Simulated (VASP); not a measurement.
# InP (I-4m2) in VASP: further runs

The runs below take InP through single point, with PBE.

Program: VASP 6.6.1. These are calculated values, not measurements. Logs are shortened: lines on timing, memory, paths and dates and some standing lists are left out, and cuts for length are marked.

## 1. The cell of the first run

The structure is tetragonal, space group I-4m2 (No. 119). Conventional cell: a = 4.784 Å, b = 4.784 Å, c = 4.398 Å, α = 90.00°, β = 90.00°, γ = 90.00°. In (site symmetry -4m2) has 4 P at 2.63 Å within 3.5 Å. Within 3.5 Å of P (site symmetry -4m2) lie 4 In at 2.63 Å.

## 2. Single point, PBE

Contents of INCAR:

```
SYSTEM = InP
ALGO = Normal
EDIFF = 1E-6
ENCUT = 520
GGA = PE
ISIF = 2
ISMEAR = 0
LASPH = .True.
LCHARG = .False.
LREAL = .False.
LWAVE = .False.
NBANDS = 16
NELM = 60
PREC = Accurate
SIGMA = 0.05
```

Contents of KPOINTS:

```
k-points
0
Gamma
  10 10 10
  0 0 0
```

Contents of POSCAR:

```
InP
1.0
    0.0000000000      3.3830151305      2.1989598348
    3.3830151305      0.0000000000      2.1989598348
    3.3830151305      3.3830151305      0.0000000000
In P
1 1
Direct
    0.0000000000      0.0000000000      0.0000000000
    0.7500000000      0.7500000000      0.7500000000
```

Potentials or basis: VASP PAW PBE potentials, release 64 (In_d, P).

On the command line:

```
$ cat potpaw_PBE.64/In_d/POTCAR potpaw_PBE.64/P/POTCAR > POTCAR
$ mpirun -np 1 vasp_std > vasp.out
```

OUTCAR:

```text
SYSTEM = InP
   EDIFF = 1E-6
   ENCUT = 520
   GGA = PE
   ISIF = 2
   ISMEAR = 0
   LASPH = .True.
   LREAL = .False.
   NELM = 60
   PREC = Accurate

 ion  position               nearest neighbor table
   1  0.000  0.000  0.000-   2 2.63   2 2.63   2 2.63   2 2.63
   2  0.750  0.750  0.750-   1 2.63   1 2.63   1 2.63   1 2.63

  LATTYP: Found a body centered tetragonal cell.
 ALAT       =     4.7843058793
 C/A-ratio  =     0.9192388155

  Lattice vectors:

 A1 = (   0.0000000000,  -3.3830151305,  -2.1989598348)
 A2 = (   0.0000000000,   3.3830151305,  -2.1989598348)
 A3 = (   3.3830151305,   0.0000000000,   2.1989598348)

Analysis of symmetry for initial positions (statically):
=====================================================================
 Subroutine PRICEL returns:
 Original cell was already a primitive cell.

 Routine SETGRP: Setting up the symmetry group for a
 body centered tetragonal supercell.

 Subroutine GETGRP returns: Found  8 space group operations
 (whereof  8 operations were pure point group operations)
 out of a pool of 16 trial point group operations.

The static configuration has the point symmetry D_2d.

Analysis of symmetry for dynamics (positions and initial velocities):
=====================================================================
 Subroutine PRICEL returns:
 Original cell was already a primitive cell.

 Routine SETGRP: Setting up the symmetry group for a
 body centered tetragonal supercell.

 Subroutine GETGRP returns: Found  8 space group operations
 (whereof  8 operations were pure point group operations)
 out of a pool of 16 trial point group operations.

The dynamic configuration has the point symmetry D_2d.

 Subroutine INISYM returns: Found  8 space group operations
 (whereof  8 operations are pure point group operations),
 and found     1 'primitive' translations

----------------------------------------------------------------------------------------

                                     Primitive cell

  volume of cell :      50.3333

  direct lattice vectors                    reciprocal lattice vectors
     0.000000000  3.383015131  2.198959835    -0.147797152  0.147797152  0.227380233
     3.383015131  0.000000000  2.198959835     0.147797152 -0.147797152  0.227380233
     3.383015131  3.383015131  0.000000000     0.147797152  0.147797152 -0.227380233

  length of vectors
     4.034874933  4.034874933  4.784305879     0.308852338  0.308852338  0.308852338

  position of ions in fractional coordinates (direct lattice)
     0.000000000  0.000000000  0.000000000
     0.750000000  0.750000000  0.750000000

  ion indices of the primitive-cell ions
   primitive index   ion index
                 1           1
                 2           2

----------------------------------------------------------------------------------------

 KPOINTS: k-points

Automatic generation of k-mesh.
 Grid dimensions read from file:
 generate k-points for:   10   10   10

 Generating k-lattice:

  Cartesian coordinates                     Fractional coordinates (reciprocal lattice)
    -0.014779715  0.014779715  0.022738023     0.100000000  0.000000000  0.000000000
     0.014779715 -0.014779715  0.022738023     0.000000000  0.100000000  0.000000000
     0.014779715  0.014779715 -0.022738023     0.000000000  0.000000000  0.100000000

  Length of vectors
     0.030885234  0.030885234  0.030885234

  Shift w.r.t. Gamma in fractional coordinates (k-lattice)
     0.000000000  0.000000000  0.000000000

 Subroutine IBZKPT returns following result:
 ===========================================

 Found    102 irreducible k-points:

 Following reciprocal coordinates:
            Coordinates               Weight
  0.000000  0.000000  0.000000      1.000000
  0.100000  0.000000  0.000000      8.000000
  0.200000  0.000000  0.000000      8.000000
  0.300000  0.000000  0.000000      8.000000
  0.400000  0.000000  0.000000      8.000000
  0.500000  0.000000  0.000000      4.000000
[... 16 lines left out ...]
  0.300000  0.300000  0.000000      2.000000
  0.400000  0.300000  0.000000      8.000000
 [... further k-points ...]
   k-points           NKPTS =    102   k-points in BZ     NKDIM =    102   number of bands    NBANDS=     16
   number of dos      NEDOS =    301   number of ions     NIONS =      2
   total plane-waves  NPLWV =  32400
   dimension x,y,z NGX =    30 NGY =   30 NGZ =   36
   dimension x,y,z NGXF=    60 NGYF=   60 NGZF=   72
   ions per type =               1   1
   NGX,Y,Z   is equivalent  to a cutoff of  12.36, 12.36, 12.51 a.u.
   NGXF,Y,Z  is equivalent  to a cutoff of  24.72, 24.72, 25.02 a.u.
 SYSTEM =  InP
   PREC   = accura    normal or accurate (medium, high low for compatibility)
   ISTART =      0    job   : 0-new  1-cont  2-samecut
   ICHARG =      2    charge: 1-file 2-atom 10-const
   ISPIN  =      1    spin polarized calculation?
   LNONCOLLINEAR =      F non collinear calculations
   LSORBIT =      F    spin-orbit coupling
   LASPH  =      T    aspherical Exc in radial PAW
   ENCUT  =  520.0 eV  38.22 Ry    6.18 a.u.   7.50  7.50  8.90*2*pi/ulx,y,z
   NELM   =     60;   NELMIN=  2; NELMDL= -5     # of ELM steps
   EDIFF  = 0.1E-05   stopping-criterion for ELM
   LREAL  =      F    real-space projection
   EDIFFG = 0.1E-04   stopping-criterion for IOM
   NSW    =      0    number of steps for IOM
   IBRION =     -1    ionic relax: 0-MD 1-quasi-New 2-CG
   NFREE  =      0    steps in history (QN), initial steepest desc. (CG)
   ISIF   =      2    stress and relaxation
   ISYM   =      2    0-nonsym 1-usesym 2-fastsym
   POTIM  = 0.5000    time-step for ionic-motion
   TEBEG  =    0.0;   TEEND  =   0.0 temperature during run
   PSTRESS=    0.0 pullay stress
   NELECT =      18.0000    total number of electrons
   NUPDOWN=      -1.0000    fix difference up-down
   EMIN   =  10.00;   EMAX   =-10.00  energy-range for DOS
   EFERMI =   0.00;   METHOD = LEGACY
   ISMEAR =     0;   SIGMA  =   0.05  broadening in eV -4-tet -1-fermi 0-gaus
   EFERMI_NEDOS =   21; number of points for ismear=-14 and -15
   IALGO  =     38    algorithm
   IMIX   =      4    mixing-type and parameters
     AMIX     =   0.40;   BMIX     =  1.00
     AMIX_MAG =   1.60;   BMIX_MAG =  1.00
  volume/ion in A,a.u.               =      25.17       169.83
  Fermi-wavevector in a.u.,A,eV,Ry     =   1.162021  2.195901 18.371846  1.350293
  Thomas-Fermi vector in A             =   2.298587
   LORBIT       =      0    0 simple, 1 ext, 2 COOP (PROOUT), +10 PAW based schemes
   GGA     = PE    functional components
   LHFCALC =     F    Hartree Fock is set to
   AEXX    =    0.0000 exact exchange contribution
   IVDW    =     0    specifies the selected vdW correction
   LEPSILON=     F    determine dielectric tensor
   LRPA    =     F    only Hartree local field effects (RPA)
 non-spin polarized calculation
 Gauss-broadening in eV      SIGMA  =   0.05
  energy-cutoff  :      520.00
  volume of cell :       50.33
 maximum number of plane-waves:      1377
 NGX is ok and might be reduce to    30

 number of electron      18.0000002 magnetization

 Free energy of the ion-electron system (eV)
  ---------------------------------------------------
  ext. energy  EPLUGINS =         0.00000000
  ---------------------------------------------------
  free energy    TOTEN  =        -7.94267735 eV

  energy without entropy =       -7.94174421  energy(sigma->0) =       -7.94221078

 E-fermi :   5.3769     XC(G=0):  -9.4601

 val. band max:        5.3592349360   @ k =   0.1000   0.0000   0.0000
 cond. band min:       5.3867684448   @ k =   0.2000   0.0000   0.1000
 fundamental gap:      0.0275335088
 Fermi energy:         5.3768849722

 k-point     1 :       0.0000    0.0000    0.0000
  band No.  band energies     occupation
      1      -9.0464      2.00000
      2      -9.0464      2.00000
      3      -9.0093      2.00000
      4      -8.9478      2.00000
      5      -8.9159      2.00000
      6      -6.0136      2.00000
[... 8 lines left out ...]
     15      13.0662      0.00000
     16      14.5502      0.00000

 k-point     2 :       0.1000    0.0000    0.0000
  band No.  band energies     occupation
      1      -9.0503      2.00000
      2      -9.0439      2.00000
      3      -9.0066      2.00000
      4      -8.9527      2.00000
      5      -8.9117      2.00000
      6      -5.8997      2.00000
[... 8 lines left out ...]
     15      13.1269      0.00000
     16      14.9652      0.00000

 k-point     3 :       0.2000    0.0000    0.0000
  band No.  band energies     occupation
      1      -9.0650      2.00000
      2      -9.0393      2.00000
      3      -8.9985      2.00000
      4      -8.9620      2.00000
      5      -8.8986      2.00000
      6      -5.5706      2.00000
[... 8 lines left out ...]
     15      13.3270      0.00000
     16      15.8802      0.00000

 k-point     4 :       0.3000    0.0000    0.0000
  band No.  band energies     occupation
      1      -9.0898      2.00000
      2      -9.0373      2.00000
      3      -8.9881      2.00000
      4      -8.9678      2.00000
      5      -8.8785      2.00000
      6      -5.0754      2.00000
[... 8 lines left out ...]
     15      14.2212      0.00000
     16      15.8672      0.00000
[... 324 lines left out ...]
 k-point    22 :      -0.2000    0.2000    0.0000
  band No.  band energies     occupation
      1      -9.0803      2.00000
      2      -9.0184      2.00000
      3      -9.0040      2.00000
      4      -8.9605      2.00000
      5      -8.8898      2.00000
      6      -5.1657      2.00000
[... 8 lines left out ...]
     15      13.4884      0.00000
     16      13.8552      0.00000

 k-point    23 :       0.3000    0.3000    0.0000
  band No.  band energies     occupation
      1      -9.1170      2.00000
      2      -9.0060      2.00000
      3      -9.0032      2.00000
      4      -9.0032      2.00000
      5      -8.8546      2.00000
      6      -4.2381      2.00000
[... 8 lines left out ...]
     15      14.5135      0.00000
     16      19.2291      0.00000

 k-point    24 :       0.4000    0.3000    0.0000
  band No.  band energies     occupation
      1      -9.1425      2.00000
      2      -9.0196      2.00000
      3      -8.9913      2.00000
      4      -8.9877      2.00000
      5      -8.8422      2.00000
      6      -3.8149      2.00000
[... 8 lines left out ...]
     15      15.0163      0.00000
     16      18.9783      0.00000

 [... further k-points ...]

------------------------ aborting loop because EDIFF is reached ----------------------------------------

  FORCE on cell =-STRESS in cart. coord.  units (eV):
  Direction    XX          YY          ZZ          XY          YZ          ZX
  --------------------------------------------------------------------------------------
  -------------------------------------------------------------------------------------
  Total       -1.1810741     -1.1810741      1.1142728      0.0000000     -0.0000000      0.0000000
  in kB      -37.5952145    -37.5952145     35.4688347      0.0000000     -0.0000000      0.0000000
  external PRESSURE =     -13.2405314 kB  Pullay stress =       0.0000000 kB

 VOLUME and BASIS-vectors are now :
 -----------------------------------------------------------------------------
  energy-cutoff  :      520.00
  volume of cell :       50.33
      direct lattice vectors                 reciprocal lattice vectors
     0.000000000  3.383015131  2.198959835    -0.147797152  0.147797152  0.227380233
     3.383015131  0.000000000  2.198959835     0.147797152 -0.147797152  0.227380233
     3.383015131  3.383015131  0.000000000     0.147797152  0.147797152 -0.227380233

 POSITION                                       TOTAL-FORCE (eV/Angst)
 -----------------------------------------------------------------------------------
      0.00000      0.00000      0.00000         0.000000      0.000000      0.000000
      5.07452      5.07452      3.29844        -0.000000     -0.000000     -0.000000
 -----------------------------------------------------------------------------------
    total drift:                                0.000000      0.000000      0.000001

  FREE ENERGIE OF THE ION-ELECTRON SYSTEM (eV)
  ---------------------------------------------------
  free  energy   TOTEN  =        -7.9426773488 eV

  energy  without entropy=       -7.9417442090  energy(sigma->0) =       -7.94221078
```

It took 99 s on 1 thread of Intel Xeon 8259CL, shared host; peak memory 0.23 GiB.

What came out:

```
Free energy            : -7.9427 eV
Pressure               : -1.3 GPa
Band gap on the k mesh : zero (bands 9 and 10 overlap by 0.82 eV)
```

Stress tensor (GPa, compression positive):
```
-3.76  0.00  0.00
 0.00 -3.76  0.00
 0.00  0.00  3.55
```

Caveat: spin-orbit coupling is left out, which moves the levels of the heavy elements.

## 3. Single point, PBE

This run uses another cell than the first one, of the same volume but with other edges.

Contents of INCAR:

```
SYSTEM = InP
PREC     = Accurate       ! precision mode
ENCUT    = 520            ! plane-wave cutoff, eV
EDIFF    = 1E-6           ! SCF threshold, eV
ISMEAR   = 0              ! smearing method
SIGMA    = 0.05           ! smearing width, eV
LREAL    = .False.        ! projectors in reciprocal space
LASPH    = .True.         ! aspherical terms in the spheres
NELM     = 100            ! most SCF steps
ALGO     = Normal         ! electronic algorithm
ISIF     = 2              ! what is computed and relaxed
LWAVE    = .False.        ! write WAVECAR
LCHARG   = .False.        ! write CHGCAR
GGA      = PE             ! functional
NBANDS   = 16             ! bands
```

Contents of KPOINTS:

```
Automatic mesh
0
Gamma
  10 10 10
  0 0 0
```

Contents of POSCAR:

```
InP
1.0
    0.0000000000      2.5600275519      3.8400413279
    2.5600275519      0.0000000000      3.8400413279
    2.5600275519      2.5600275519      0.0000000000
In P
1 1
Direct
    0.0000000000      0.0000000000      0.0000000000
    0.7500000000      0.7500000000      0.7500000000
```

Potentials or basis: VASP PAW PBE potentials, release 64 (In_d, P).

On the command line:

```
$ cat potpaw_PBE.64/In_d/POTCAR potpaw_PBE.64/P/POTCAR > POTCAR
$ mpirun -np 1 vasp_std > vasp.out
```

Run time: 99 s. Hardware: 1 thread of Intel Xeon 8259CL, shared host; peak memory 0.23 GiB.

Results (log left out):

- Free energy: -7.4202 eV
- Pressure: 1.0 GPa
- Band gap on the k mesh: zero (bands 9 and 10 overlap by 0.44 eV)

Stress tensor (GPa, compression positive):
```
  7.21   0.00   0.00
  0.00   7.21   0.00
  0.00   0.00 -11.30
```

Levels at points of the mesh, in eV from the Fermi level:
| k point | band 6 | band 7 | band 8 | band 9 | band 10 | band 11 | band 12 | band 13 |
| --- | --- | --- | --- | --- | --- | --- | --- | --- |
| (0.00, 0.00, 0.00) | -11.92 | -2.69 | -1.59 | 0.26 | 0.26 | 4.14 | 4.14 | 4.66 |
| (0.50, 0.00, 0.00) | -10.22 | -6.12 | -2.89 | -0.94 | 0.15 | 4.96 | 5.83 | 6.03 |
| (0.50, 0.50, 0.00) | -10.60 | -7.75 | -1.00 | -1.00 | 3.17 | 3.81 | 5.75 | 8.49 |
| (0.50, 0.00, 0.50) | -9.18 | -5.14 | -3.23 | -3.11 | 0.54 | 0.61 | 5.33 | 5.97 |

Caveat: semilocal functionals underestimate gaps, so a narrow gap can read as zero; spin-orbit coupling is left out, which moves the levels of the heavy elements.

## 4. Single point, PBE

This run uses another cell than the first one, of the same volume but with other edges.

Contents of INCAR:

```
SYSTEM = InP
PREC = Accurate ; ENCUT = 520
EDIFF = 1E-6 ; ISMEAR = 0
SIGMA = 0.05 ; LREAL = .False.
LASPH = .True. ; NELM = 60
ALGO = Normal ; ISIF = 2
LWAVE = .False. ; LCHARG = .False.
GGA = PE ; NBANDS = 16
```

Contents of KPOINTS:

```
regular mesh
0
Gamma
  10 10 10
  0 0 0
```

Contents of POSCAR:

```
InP
1.0
    0.0000000000      2.9706488247      2.8518228717
    2.9706488247      0.0000000000      2.8518228717
    2.9706488247      2.9706488247      0.0000000000
In P
1 1
Direct
    0.0000000000      0.0000000000      0.0000000000
    0.7500000000      0.7500000000      0.7500000000
```

On the command line:

```
$ cat potpaw_PBE.64/In_d/POTCAR potpaw_PBE.64/P/POTCAR > POTCAR
$ mpirun -np 1 vasp_std > vasp.out
```

It took 86 s on 1 thread of Intel Xeon 8259CL, shared host; peak memory 0.23 GiB.

Results (log left out):

```
Free energy            : -8.3760 eV
Pressure               : 3.2 GPa
Band gap on the k mesh : 0.59 eV
```

Stress tensor (GPa, compression positive):
```
2.74 0.00 0.00
0.00 2.74 0.00
0.00 0.00 4.22
```

Levels at points of the mesh, in eV from the valence-band top:
```csv
k point,band 5,band 6,band 7,band 8,band 9,band 10,band 11,band 12,band 13,band 14
"(0.00, 0.00, 0.00)",-14.15,-11.63,-0.18,-0.18,0.00,0.59,3.94,4.01,4.01,8.45
"(0.50, 0.00, 0.00)",-14.13,-9.91,-5.84,-1.22,-0.96,1.36,4.56,4.86,7.00,9.33
"(0.50, 0.50, 0.00)",-14.11,-9.16,-5.69,-2.58,-2.58,1.51,1.91,9.35,9.45,9.45
"(0.50, 0.00, 0.50)",-14.12,-9.30,-5.95,-2.37,-2.34,1.72,2.28,8.94,9.31,9.52
```

Caveat: the cell stands under pressure; spin-orbit coupling is left out, which moves the levels of the heavy elements.

## 5. The runs side by side

| cell | gap on the mesh (eV) | pressure (GPa) |
| --- | --- | --- |
| a = 4.035, b = 4.035, c = 4.784 Å, angles 53.6, 53.6, 72.7°, 2 atoms | none | -1.3 |
| a = 4.615, b = 4.615, c = 3.620 Å, angles 66.9, 66.9, 46.2°, 2 atoms | none | 1.0 |
| a = 4.118, b = 4.118, c = 4.201 Å, angles 59.3, 59.3, 61.3°, 2 atoms | 0.59 | 3.2 |

Alike in all rows: task single point; level PBE; potentials or basis VASP PAW PBE potentials, release 64 (In_d, P); no spin polarisation; k mesh 10 × 10 × 10; cutoff (eV) 520; smearing gaussian 0.05 eV.

Caveats: spin-orbit coupling is left out, which moves the levels of the heavy elements; semilocal functionals underestimate gaps, so a narrow gap can read as zero (at least some runs); the cell stands under pressure (at least some runs).

Total energies depend on the potentials used, so only differences within one code and one set of settings carry meaning.
